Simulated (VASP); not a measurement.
# C8N in VASP: single point with PBEsol

Aim: the single point of C8N with PBEsol.

All numbers are computed with VASP 6.6.1; they aren't measurements. Logs are shortened: lines on timing, memory, paths and dates and some standing lists are left out, and cuts for length are marked.

### 1 The cell of the first run

The cell holds a wire or tube with vacuum around it, 9 atoms: a = 2.459 Å, b = 8.870 Å, c = 25.886 Å, α = 90.00°, β = 90.00°, γ = 97.97°.

### 2 Single point, PBEsol

The input, INCAR:

```
PREC = Accurate ; ENCUT = 520
EDIFF = 1E-6 ; ISMEAR = 0
SIGMA = 0.1 ; LREAL = F
LASPH = T ; NELM = 120
ALGO = Normal ; ISIF = 2
LWAVE = F ; LCHARG = T
LDIPOL = T ; IDIPOL = 3
DIPOL = 0.5 0.5 0.480 ; GGA = PS
LELF = T ; LVHAR = T
LVACPOTAV = T ; NBANDS = 28
ISYM = 0 ; GGA_COMPAT = F
NELMDL = -8
```

The input, KPOINTS:

```
Automatic mesh
0
Gamma
  12 4 1
```

The input, POSCAR:

```
C8N
1.0
    2.4588140226      0.0000000000      0.0000000000
   -1.2294070113      8.7848638378      0.0000000000
    0.0000000000      0.0000000000     25.8863084286
C N
8 1
Direct
    0.0391697949      0.0783395899      0.3283589092
    0.5489622436      0.0979244873      0.3549610354
    0.5685471411      0.1370942823      0.4081652878
    0.0783395898      0.1566791797      0.4347674139
    0.0975388222      0.1950880229      0.4881013608
    0.6084172191      0.2168472503      0.5145975168
    0.6416439918      0.2834622663      0.5639098904
    0.1375756226      0.2745348710      0.6017005676
    0.6122649055      0.2236041967      0.6287471195
```

Potentials or basis: VASP PAW PBE potentials, release 64 (C, N).

Started as:

```sh
> cat potpaw_PBE.64/C/POTCAR potpaw_PBE.64/N/POTCAR > POTCAR
> mpirun -np 1 vasp_std > vasp.out
```

OUTCAR:

```text
PREC = Accurate
   ENCUT = 520
   EDIFF = 1E-6
   ISMEAR = 0
   LREAL = F
   LASPH = T
   NELM = 120
   ISIF = 2
   GGA = PS
   ISYM = 0
   NELMDL = -8

 ion  position               nearest neighbor table
   1  0.039  0.078  0.328-   2 1.42   2 1.42
   2  0.549  0.098  0.355-   1 1.42   1 1.42   3 1.42
   3  0.569  0.137  0.408-   4 1.42   4 1.42   2 1.42
   4  0.078  0.157  0.435-   3 1.42   3 1.42   5 1.42
   5  0.098  0.195  0.488-   6 1.42   6 1.42   4 1.42
   6  0.608  0.217  0.515-   7 1.40   5 1.42   5 1.42
   7  0.642  0.283  0.564-   6 1.40   8 1.57   8 1.57   9 1.76
   8  0.138  0.275  0.602-   9 1.48   9 1.48   7 1.57   7 1.57
   9  0.612  0.224  0.629-   8 1.48   8 1.48   7 1.76

IMPORTANT INFORMATION: All symmetrisations will be switched off!
NOSYMM: (Re-)initialisation of all symmetry stuff for point group C_1.

----------------------------------------------------------------------------------------

                                     Primitive cell

  volume of cell :     559.1532

  direct lattice vectors                    reciprocal lattice vectors
     2.458814023  0.000000000  0.000000000     0.406700137  0.056916079  0.000000000
    -1.229407011  8.784863838  0.000000000     0.000000000  0.113832157  0.000000000
     0.000000000  0.000000000 25.886308429     0.000000000  0.000000000  0.038630460

  length of vectors
     2.458814023  8.870472042 25.886308429     0.410663416  0.113832157  0.038630460

  position of ions in fractional coordinates (direct lattice)
     0.039169795  0.078339590  0.328358909
     0.548962244  0.097924487  0.354961035
     0.568547141  0.137094282  0.408165288
     0.078339590  0.156679180  0.434767414
     0.097538822  0.195088023  0.488101361
     0.608417219  0.216847250  0.514597517
     0.641643992  0.283462266  0.563909890
     0.137575623  0.274534871  0.601700568
     0.612264905  0.223604197  0.628747119

  ion indices of the primitive-cell ions
   primitive index   ion index
                 1           1
                 2           2
                 3           3
                 4           4
                 5           5
                 6           6
                 7           7
                 8           8
                 9           9

----------------------------------------------------------------------------------------

 KPOINTS: Automatic mesh

Automatic generation of k-mesh.
 Grid dimensions read from file:
 generate k-points for:   12    4    1

 Generating k-lattice:

  Cartesian coordinates                     Fractional coordinates (reciprocal lattice)
     0.033891678  0.004743007  0.000000000     0.083333333 -0.000000000  0.000000000
     0.000000000  0.028458039  0.000000000     0.000000000  0.250000000  0.000000000
     0.000000000  0.000000000  0.038630460     0.000000000  0.000000000  1.000000000

  Length of vectors
     0.034221951  0.028458039  0.038630460

  Shift w.r.t. Gamma in fractional coordinates (k-lattice)
     0.000000000  0.000000000  0.000000000

 -----------------------------------------------------------------------------
|                                                                             |
|           W    W    AA    RRRRR   N    N  II  N    N   GGGG   !!!           |
|           W    W   A  A   R    R  NN   N  II  NN   N  G    G  !!!           |
|           W    W  A    A  R    R  N N  N  II  N N  N  G       !!!           |
|           W WW W  AAAAAA  RRRRR   N  N N  II  N  N N  G  GGG   !            |
|           WW  WW  A    A  R   R   N   NN  II  N   NN  G    G                |
|           W    W  A    A  R    R  N    N  II  N    N   GGGG   !!!           |
|                                                                             |
|     Your reciprocal lattice and k-lattice belong to different lattice       |
|     classes:                                                                |
|                                                                             |
|        The reciprocal lattice is base centered orthorhombic,                |
|        whereas your k-lattice is simple monoclinic.                         |
|                                                                             |
|     Results are often still useful ...                                      |
|                                                                             |
 -----------------------------------------------------------------------------

 WARNING: IBZKPT: internal override: KBLOWUP is changed to .FALSE.
      ... skipping the blow-up phase ...

 Subroutine IBZKPT returns following result:
 ===========================================

 Found     26 irreducible k-points:

 Following reciprocal coordinates:
            Coordinates               Weight
  0.000000  0.000000  0.000000      1.000000
  0.083333  0.000000  0.000000      2.000000
  0.166667  0.000000  0.000000      2.000000
  0.250000  0.000000  0.000000      2.000000
  0.333333 -0.000000  0.000000      2.000000
  0.416667  0.000000  0.000000      2.000000
[... 16 lines left out ...]
  0.250000  0.500000  0.000000      2.000000
  0.333333  0.500000  0.000000      2.000000
 [... further k-points ...]
   k-points           NKPTS =     26   k-points in BZ     NKDIM =     26   number of bands    NBANDS=     28
   number of dos      NEDOS =    301   number of ions     NIONS =      9
   total plane-waves  NPLWV = 246960
   dimension x,y,z NGX =    18 NGY =   70 NGZ =  196
   dimension x,y,z NGXF=    36 NGYF=  140 NGZF=  392
   ions per type =               8   1
   NGX,Y,Z   is equivalent  to a cutoff of  12.17, 13.12, 12.59 a.u.
   NGXF,Y,Z  is equivalent  to a cutoff of  24.34, 26.24, 25.17 a.u.
 SYSTEM =  unknown system
   PREC   = accura    normal or accurate (medium, high low for compatibility)
   ISTART =      0    job   : 0-new  1-cont  2-samecut
   ICHARG =      2    charge: 1-file 2-atom 10-const
   ISPIN  =      1    spin polarized calculation?
   LNONCOLLINEAR =      F non collinear calculations
   LSORBIT =      F    spin-orbit coupling
   LASPH  =      T    aspherical Exc in radial PAW
   ENCUT  =  520.0 eV  38.22 Ry    6.18 a.u.   4.57 16.49 48.13*2*pi/ulx,y,z
   NELM   =    120;   NELMIN=  2; NELMDL= -8     # of ELM steps
   EDIFF  = 0.1E-05   stopping-criterion for ELM
   LREAL  =      F    real-space projection
   EDIFFG = 0.1E-04   stopping-criterion for IOM
   NSW    =      0    number of steps for IOM
   IBRION =     -1    ionic relax: 0-MD 1-quasi-New 2-CG
   NFREE  =      0    steps in history (QN), initial steepest desc. (CG)
   ISIF   =      2    stress and relaxation
   ISYM   =      0    0-nonsym 1-usesym 2-fastsym
   POTIM  = 0.5000    time-step for ionic-motion
   TEBEG  =    0.0;   TEEND  =   0.0 temperature during run
   PSTRESS=    0.0 pullay stress
   NELECT =      37.0000    total number of electrons
   NUPDOWN=      -1.0000    fix difference up-down
   EMIN   =  10.00;   EMAX   =-10.00  energy-range for DOS
   EFERMI =   0.00;   METHOD = LEGACY
   ISMEAR =     0;   SIGMA  =   0.10  broadening in eV -4-tet -1-fermi 0-gaus
   EFERMI_NEDOS =   21; number of points for ismear=-14 and -15
   IALGO  =     38    algorithm
   IMIX   =      4    mixing-type and parameters
     AMIX     =   0.40;   BMIX     =  1.00
     AMIX_MAG =   1.60;   BMIX_MAG =  1.00
  volume/ion in A,a.u.               =      62.13       419.26
  Fermi-wavevector in a.u.,A,eV,Ry     =   0.662163  1.251307  5.965614  0.438460
  Thomas-Fermi vector in A             =   1.735148
   LORBIT       =      0    0 simple, 1 ext, 2 COOP (PROOUT), +10 PAW based schemes
   GGA     = PS    functional components
   LHFCALC =     F    Hartree Fock is set to
   AEXX    =    0.0000 exact exchange contribution
   IVDW    =     0    specifies the selected vdW correction
   LEPSILON=     F    determine dielectric tensor
   LRPA    =     F    only Hartree local field effects (RPA)
 non-spin polarized calculation
 Gauss-broadening in eV      SIGMA  =   0.10
  energy-cutoff  :      520.00
  volume of cell :      559.15
 maximum number of plane-waves:     15156
   NGX =  9   NGY = 33   NGZ = 97

 dipolmoment           0.000000      0.000000      0.038967 electrons x Angstroem

 number of electron      36.9999998 magnetization

 dipolmoment           0.000000      0.000000     -0.072583 electrons x Angstroem

 Free energy of the ion-electron system (eV)
  ---------------------------------------------------
  ext. energy  EPLUGINS =         0.00000000
  ---------------------------------------------------
  free energy    TOTEN  =       -75.77821406 eV

  energy without entropy =      -75.74339643  energy(sigma->0) =      -75.76080525

 E-fermi :  -4.1327     XC(G=0):  -2.1320

 val. band max:       -4.1550232735   @ k =   0.0833   0.5000   0.0000
 cond. band min:      -4.0998064945   @ k =   0.0000   0.0000   0.0000
 fundamental gap:      0.0552167790
 Fermi energy:        -4.1327427114

 k-point     1 :       0.0000    0.0000    0.0000
  band No.  band energies     occupation
      1     -25.8222      2.00000
      2     -23.1536      2.00000
      3     -21.8248      2.00000
      4     -19.7890      2.00000
      5     -17.5365      2.00000
      6     -14.9115      2.00000
[... 20 lines left out ...]
     27       1.7810      0.00000
     28       1.8601      0.00000

 k-point     2 :       0.0833    0.0000    0.0000
  band No.  band energies     occupation
      1     -25.7128      2.00000
      2     -23.0313      2.00000
      3     -21.7053      2.00000
      4     -19.6738      2.00000
      5     -17.4265      2.00000
      6     -14.8184      2.00000
[... 674 lines left out ...]
 k-point    24 :       0.3333    0.5000    0.0000
  band No.  band energies     occupation
      1     -24.2105      2.00000
      2     -21.2244      2.00000
      3     -19.9508      2.00000
      4     -18.0379      2.00000
      5     -17.0032      2.00000
      6     -16.1182      2.00000
[... 20 lines left out ...]
     27       3.5373      0.00000
     28       3.6673      0.00000

 [... further k-points ...]

------------------------ aborting loop because EDIFF is reached ----------------------------------------

  FORCE on cell =-STRESS in cart. coord.  units (eV):
  Direction    XX          YY          ZZ          XY          YZ          ZX
  --------------------------------------------------------------------------------------
  -------------------------------------------------------------------------------------
  Total       -6.5485572     -0.0082471      0.2812837     -0.0041523      0.0448851      0.0154771
  in kB      -18.7639976     -0.0236308      0.8059801     -0.0118979      0.1286122      0.0443476
  external PRESSURE =      -5.9938828 kB  Pullay stress =       0.0000000 kB

 VOLUME and BASIS-vectors are now :
 -----------------------------------------------------------------------------
  energy-cutoff  :      520.00
  volume of cell :      559.15
      direct lattice vectors                 reciprocal lattice vectors
     2.458814023  0.000000000  0.000000000     0.406700137  0.056916079  0.000000000
    -1.229407011  8.784863838  0.000000000     0.000000000  0.113832157  0.000000000
     0.000000000  0.000000000 25.886308429     0.000000000  0.000000000  0.038630460

 POSITION                                       TOTAL-FORCE (eV/Angst)
 -----------------------------------------------------------------------------------
     -0.00000      0.68820      8.50000        -0.000194      0.415332      1.812658
      1.22941      0.86025      9.18863         0.000135     -0.657496     -2.764393
      1.22941      1.20435     10.56589        -0.000101      0.266915      0.988813
     -0.00000      1.37641     11.25452         0.000261     -0.040716     -0.096115
     -0.00001      1.71382     12.63514        -0.000650     -0.001199      0.006648
      1.22939      1.90497     13.32103         0.001838      0.002246     -0.009474
      1.22919      2.49018     14.59755        -0.013853      0.030920     -0.004725
      0.00076      2.41175     15.57581         0.006622      0.018892     -0.007723
      1.23054      1.96433     16.27594         0.005942     -0.034894      0.074310
 -----------------------------------------------------------------------------------
    total drift:                                0.000535     -0.000305      0.000006

  FREE ENERGIE OF THE ION-ELECTRON SYSTEM (eV)
  ---------------------------------------------------
  free  energy   TOTEN  =       -75.7782140614 eV

  energy  without entropy=      -75.7433964335  energy(sigma->0) =      -75.76080525

 vacuum level on the upper side and lower side of the slab         1.300         1.908
```

Run time: 12 min. Hardware: 1 thread of Intel Xeon Platinum 8488C (Sapphire Rapids), shared host; peak memory 0.75 GiB.

Results:

| Property | Result |
| --- | --- |
| Free energy | -75.7782 eV |
| Largest force | 2.842 eV/Å |
| Band gap on the k mesh | zero (an odd number of electrons rules out a gap without spin polarisation) |

Forces on the atoms (eV/Å):
```
C    0.000  0.415  1.813
C    0.000 -0.657 -2.764
C    0.000  0.267  0.989
C    0.000 -0.041 -0.096
C   -0.001 -0.001  0.007
C    0.002  0.002 -0.009
C   -0.014  0.031 -0.005
C    0.007  0.019 -0.008
N    0.006 -0.035  0.074
```

Levels at points of the mesh, in eV from the Fermi level:
```csv
k point,band 15,band 16,band 17,band 18,band 19,band 20,band 21,band 22,band 23,band 24
"(0.00, 0.00, 0.00)",-3.37,-3.26,-2.56,0.03,0.31,1.28,2.99,3.78,4.00,4.52
"(0.50, 0.00, 0.00)",-2.53,-2.24,-1.48,-1.34,-0.31,0.59,0.83,2.34,2.67,4.09
"(0.00, 0.50, 0.00)",-3.37,-3.26,-2.56,0.03,0.31,1.28,3.02,3.79,4.41,4.58
"(0.50, 0.50, 0.00)",-2.53,-2.24,-1.48,-1.34,-0.31,0.59,0.83,2.34,2.67,4.09
```

Caveat: the PAW data sets were made with another functional, which shifts forces and pressure a little.

The gap in the log of VASP goes by the Fermi energy; the results here count the filled bands.